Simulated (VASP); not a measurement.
# Ni (Fm-3m) in VASP: single point with PBE

Aim: the single point of Ni with PBE.

All numbers are computed with VASP 6.6.1; they aren't measurements. Logs are shortened: lines on timing, memory, paths and dates and some standing lists are left out, and cuts for length are marked.

**1. The cell of the first run**

It takes space group Fm-3m (No. 225, cubic). The conventional cell has a = 3.582 Å, b = 3.582 Å, c = 3.582 Å, α = 90.00°, β = 90.00°, γ = 90.00°. Ni (site symmetry m-3m) has 12 Ni at 2.53 Å within 3.3 Å.

**2. Single point, PBE**

File INCAR:

```
PREC = Accurate
ENCUT = 520
EDIFF = 1E-6
ISMEAR = -1
SIGMA = 0.06122561905347299
LREAL = F
LASPH = T
NELM = 60
ALGO = Normal
ISIF = 2
LWAVE = F
LCHARG = F
GGA = PE
NBANDS = 11
```

File KPOINTS:

```
Automatic mesh
0
Gamma
  53 53 53
```

File POSCAR:

```
Ni
1.0
    0.0000000000      1.7909404896      1.7909404896
    1.7909404896      0.0000000000      1.7909404896
    1.7909404896      1.7909404896      0.0000000000
Ni
1
Direct
    0.0000000000      0.0000000000      0.0000000000
```

Potentials or basis: VASP PAW PBE potentials, release 64 (Ni).

Launch:

```bash
> cat potpaw_PBE.64/Ni/POTCAR > POTCAR
> mpirun -np 1 vasp_std > vasp.out
```

OUTCAR:

```text
PREC = Accurate
   ENCUT = 520
   EDIFF = 1E-6
   ISMEAR = -1
   LREAL = F
   LASPH = T
   NELM = 60
   ISIF = 2
   GGA = PE

 ion  position               nearest neighbor table
   1  0.000  0.000  0.000-

  LATTYP: Found a face centered cubic cell.
 ALAT       =     3.5818809792

  Lattice vectors:

 A1 = (   0.0000000000,   1.7909404896,   1.7909404896)
 A2 = (   1.7909404896,   0.0000000000,   1.7909404896)
 A3 = (   1.7909404896,   1.7909404896,   0.0000000000)

Analysis of symmetry for initial positions (statically):
=====================================================================
 Subroutine PRICEL returns:
 Original cell was already a primitive cell.

 Routine SETGRP: Setting up the symmetry group for a
 face centered cubic supercell.

 Subroutine GETGRP returns: Found 48 space group operations
 (whereof 48 operations were pure point group operations)
 out of a pool of 48 trial point group operations.

The static configuration has the point symmetry O_h .

Analysis of symmetry for dynamics (positions and initial velocities):
=====================================================================
 Subroutine PRICEL returns:
 Original cell was already a primitive cell.

 Routine SETGRP: Setting up the symmetry group for a
 face centered cubic supercell.

 Subroutine GETGRP returns: Found 48 space group operations
 (whereof 48 operations were pure point group operations)
 out of a pool of 48 trial point group operations.

The dynamic configuration has the point symmetry O_h .

 Subroutine INISYM returns: Found 48 space group operations
 (whereof 48 operations are pure point group operations),
 and found     1 'primitive' translations

----------------------------------------------------------------------------------------

                                     Primitive cell

  volume of cell :      11.4888

  direct lattice vectors                    reciprocal lattice vectors
     0.000000000  1.790940490  1.790940490    -0.279182923  0.279182923  0.279182923
     1.790940490  0.000000000  1.790940490     0.279182923 -0.279182923  0.279182923
     1.790940490  1.790940490  0.000000000     0.279182923  0.279182923 -0.279182923

  length of vectors
     2.532772330  2.532772330  2.532772330     0.483559006  0.483559006  0.483559006

  position of ions in fractional coordinates (direct lattice)
     0.000000000  0.000000000  0.000000000

  ion indices of the primitive-cell ions
   primitive index   ion index
                 1           1

----------------------------------------------------------------------------------------

 KPOINTS: Automatic mesh

Automatic generation of k-mesh.
 Grid dimensions read from file:
 generate k-points for:   53   53   53

 Generating k-lattice:

  Cartesian coordinates                     Fractional coordinates (reciprocal lattice)
    -0.005267602  0.005267602  0.005267602     0.018867925  0.000000000  0.000000000
     0.005267602 -0.005267602  0.005267602     0.000000000  0.018867925  0.000000000
     0.005267602  0.005267602 -0.005267602     0.000000000  0.000000000  0.018867925

  Length of vectors
     0.009123755  0.009123755  0.009123755

  Shift w.r.t. Gamma in fractional coordinates (k-lattice)
     0.000000000  0.000000000  0.000000000

 Subroutine IBZKPT returns following result:
 ===========================================

 Found   3654 irreducible k-points:

 Following reciprocal coordinates:
            Coordinates               Weight
  0.000000  0.000000  0.000000      1.000000
  0.018868  0.000000  0.000000      8.000000
  0.037736  0.000000  0.000000      8.000000
  0.056604  0.000000  0.000000      8.000000
  0.075472  0.000000  0.000000      8.000000
  0.094340  0.000000  0.000000      8.000000
[... 16 lines left out ...]
  0.415094  0.000000  0.000000      8.000000
  0.433962  0.000000  0.000000      8.000000
 [... further k-points ...]
   k-points           NKPTS =   3654   k-points in BZ     NKDIM =   3654   number of bands    NBANDS=     11
   number of dos      NEDOS =    301   number of ions     NIONS =      1
   total plane-waves  NPLWV =   8000
   dimension x,y,z NGX =    20 NGY =   20 NGZ =   20
   dimension x,y,z NGXF=    40 NGYF=   40 NGZF=   40
   ions per type =               1
   NGX,Y,Z   is equivalent  to a cutoff of  13.13, 13.13, 13.13 a.u.
   NGXF,Y,Z  is equivalent  to a cutoff of  26.26, 26.26, 26.26 a.u.
 SYSTEM =  unknown system
   PREC   = accura    normal or accurate (medium, high low for compatibility)
   ISTART =      0    job   : 0-new  1-cont  2-samecut
   ICHARG =      2    charge: 1-file 2-atom 10-const
   ISPIN  =      1    spin polarized calculation?
   LNONCOLLINEAR =      F non collinear calculations
   LSORBIT =      F    spin-orbit coupling
   LASPH  =      T    aspherical Exc in radial PAW
   ENCUT  =  520.0 eV  38.22 Ry    6.18 a.u.   4.71  4.71  4.71*2*pi/ulx,y,z
   NELM   =     60;   NELMIN=  2; NELMDL= -5     # of ELM steps
   EDIFF  = 0.1E-05   stopping-criterion for ELM
   LREAL  =      F    real-space projection
   EDIFFG = 0.1E-04   stopping-criterion for IOM
   NSW    =      0    number of steps for IOM
   IBRION =     -1    ionic relax: 0-MD 1-quasi-New 2-CG
   NFREE  =      0    steps in history (QN), initial steepest desc. (CG)
   ISIF   =      2    stress and relaxation
   ISYM   =      2    0-nonsym 1-usesym 2-fastsym
   POTIM  = 0.5000    time-step for ionic-motion
   TEBEG  =    0.0;   TEEND  =   0.0 temperature during run
   PSTRESS=    0.0 pullay stress
   NELECT =      10.0000    total number of electrons
   NUPDOWN=      -1.0000    fix difference up-down
   EMIN   =  10.00;   EMAX   =-10.00  energy-range for DOS
   EFERMI =   0.00;   METHOD = LEGACY
   ISMEAR =    -1;   SIGMA  =   0.06  broadening in eV -4-tet -1-fermi 0-gaus
   EFERMI_NEDOS =   21; number of points for ismear=-14 and -15
   IALGO  =     38    algorithm
   IMIX   =      4    mixing-type and parameters
     AMIX     =   0.40;   BMIX     =  1.00
     AMIX_MAG =   1.60;   BMIX_MAG =  1.00
  volume/ion in A,a.u.               =      11.49        77.53
  Fermi-wavevector in a.u.,A,eV,Ry     =   1.563089  2.953810 33.242392  2.443247
  Thomas-Fermi vector in A             =   2.665912
   LORBIT       =      0    0 simple, 1 ext, 2 COOP (PROOUT), +10 PAW based schemes
   GGA     = PE    functional components
   LHFCALC =     F    Hartree Fock is set to
   AEXX    =    0.0000 exact exchange contribution
   IVDW    =     0    specifies the selected vdW correction
   LEPSILON=     F    determine dielectric tensor
   LRPA    =     F    only Hartree local field effects (RPA)
 non-spin polarized calculation
  energy-cutoff  :      520.00
  volume of cell :       11.49
 maximum number of plane-waves:       331
   NGX =  9   NGY =  9   NGZ =  9

 number of electron      10.0000000 magnetization

 number of electron       9.9999994 magnetization

 Free energy of the ion-electron system (eV)
  ---------------------------------------------------
  ext. energy  EPLUGINS =         0.00000000
  ---------------------------------------------------
  free energy    TOTEN  =        -5.41343181 eV

  energy without entropy =       -5.37057604  energy(sigma->0) =       -5.39200392

 E-fermi :   8.4369     XC(G=0): -12.9352

 val. band max:        8.4366942514   @ k =  -0.1887   0.1698   0.0000
 cond. band min:       8.4369243122   @ k =   0.4528   0.4340   0.0189
 fundamental gap:      0.0002300608
 Fermi energy:         8.4368965539

 k-point     1 :       0.0000    0.0000    0.0000
  band No.  band energies     occupation
      1      -0.0289      2.00000
      2       6.7289      2.00000
      3       6.7289      2.00000
      4       6.7289      2.00000
      5       7.7382      1.99998
      6       7.7382      1.99998
      7      31.7996      0.00000
      8      35.3184      0.00000
      9      35.3184      0.00000
     10      35.3184      0.00000
     11      38.1588      0.00000

 k-point     2 :       0.0189    0.0000    0.0000
  band No.  band energies     occupation
      1      -0.0155      2.00000
      2       6.7253      2.00000
      3       6.7319      2.00000
      4       6.7319      2.00000
      5       7.7369      1.99998
      6       7.7369      1.99998
      7      31.7641      0.00000
      8      35.0391      0.00000
      9      35.2791      0.00000
     10      35.2791      0.00000
     11      38.2149      0.00000

 k-point     3 :       0.0377    0.0000    0.0000
  band No.  band energies     occupation
      1       0.0248      2.00000
      2       6.7147      2.00000
      3       6.7409      2.00000
      4       6.7409      2.00000
      5       7.7330      1.99998
      6       7.7330      1.99998
      7      31.6405      0.00000
      8      34.4307      0.00000
      9      35.1702      0.00000
     10      35.1702      0.00000
     11      38.3735      0.00000

 k-point     4 :       0.0566    0.0000    0.0000
  band No.  band energies     occupation
      1       0.0917      2.00000
      2       6.6973      2.00000
      3       6.7554      2.00000
      4       6.7554      2.00000
      5       7.7269      1.99998
      6       7.7269      1.99998
      7      31.3747      0.00000
      8      33.7928      0.00000
      9      35.0115      0.00000
     10      35.0115      0.00000
     11      38.6120      0.00000
[... 239 lines left out ...]
 k-point    22 :       0.3962    0.0000    0.0000
  band No.  band energies     occupation
      1       4.0238      2.00000
      2       6.7473      2.00000
      3       6.7473      2.00000
      4       7.2634      2.00000
      5       8.2767      1.86381
      6       8.2767      1.86380
      7      16.3138      0.00000
      8      30.6462      0.00000
      9      32.5178      0.00000
     10      32.5178      0.00000
     11      35.9538      0.00000

 k-point    23 :       0.4151    0.0000    0.0000
  band No.  band energies     occupation
      1       4.1337      2.00000
      2       6.7285      2.00000
      3       6.7285      2.00000
      4       7.5375      2.00000
      5       8.3213      1.73696
      6       8.3213      1.73696
      7      15.6828      0.00000
      8      30.5421      0.00000
      9      32.4801      0.00000
     10      32.4801      0.00000
     11      35.7420      0.00000

 k-point    24 :       0.4340    0.0000    0.0000
  band No.  band energies     occupation
      1       4.2127      2.00000
      2       6.7129      2.00000
      3       6.7129      2.00000
      4       7.8170      1.99992
      5       8.3584      1.56581
      6       8.3584      1.56581
      7      15.1262      0.00000
      8      30.4571      0.00000
      9      32.4511      0.00000
     10      32.4511      0.00000
     11      35.5701      0.00000

 [... further k-points ...]
[... 5 lines left out ...]
  --------------------------------------------------------------------------------------
  -------------------------------------------------------------------------------------
  Total       -0.7207642     -0.7207642     -0.7207642      0.0000000     -0.0000000     -0.0000000
  in kB     -100.5148715   -100.5148715   -100.5148715      0.0000000     -0.0000000     -0.0000000
  external PRESSURE =    -100.5148715 kB  Pullay stress =       0.0000000 kB

 VOLUME and BASIS-vectors are now :
 -----------------------------------------------------------------------------
  energy-cutoff  :      520.00
  volume of cell :       11.49
      direct lattice vectors                 reciprocal lattice vectors
     0.000000000  1.790940490  1.790940490    -0.279182923  0.279182923  0.279182923
     1.790940490  0.000000000  1.790940490     0.279182923 -0.279182923  0.279182923
     1.790940490  1.790940490  0.000000000     0.279182923  0.279182923 -0.279182923

 POSITION                                       TOTAL-FORCE (eV/Angst)
 -----------------------------------------------------------------------------------
      0.00000      0.00000      0.00000        -0.000000     -0.000000      0.000000
 -----------------------------------------------------------------------------------
    total drift:                                0.000000      0.000000      0.000000

  FREE ENERGIE OF THE ION-ELECTRON SYSTEM (eV)
  ---------------------------------------------------
  free  energy   TOTEN  =        -5.4134318065 eV

  energy  without entropy=       -5.3705760373  energy(sigma->0) =       -5.39200392
```

Wall time 5.7 min (1 thread of Intel Xeon Platinum 8259CL at 2.50GHz (Skylake/Cascade Lake), shared host); peak memory 0.56 GiB.

Results:

* Free energy: -5.4134 eV
* Pressure: -10.1 GPa
* Band gap on the k mesh: zero (bands 5 and 6 overlap by 0.89 eV)

Levels at points of the mesh, in eV from the Fermi level:
| k point | band 3 | band 4 | band 5 | band 6 | band 7 | band 8 |
| --- | --- | --- | --- | --- | --- | --- |
| (0.00, 0.00, 0.00) | -1.71 | -1.71 | -0.70 | -0.70 | 23.36 | 26.88 |

Caveat: the cell stands under tension; the run has no spin polarisation, though such a crystal can be magnetic. Spin polarisation is off, so any magnetic state and its effect on volume and gap are missing.
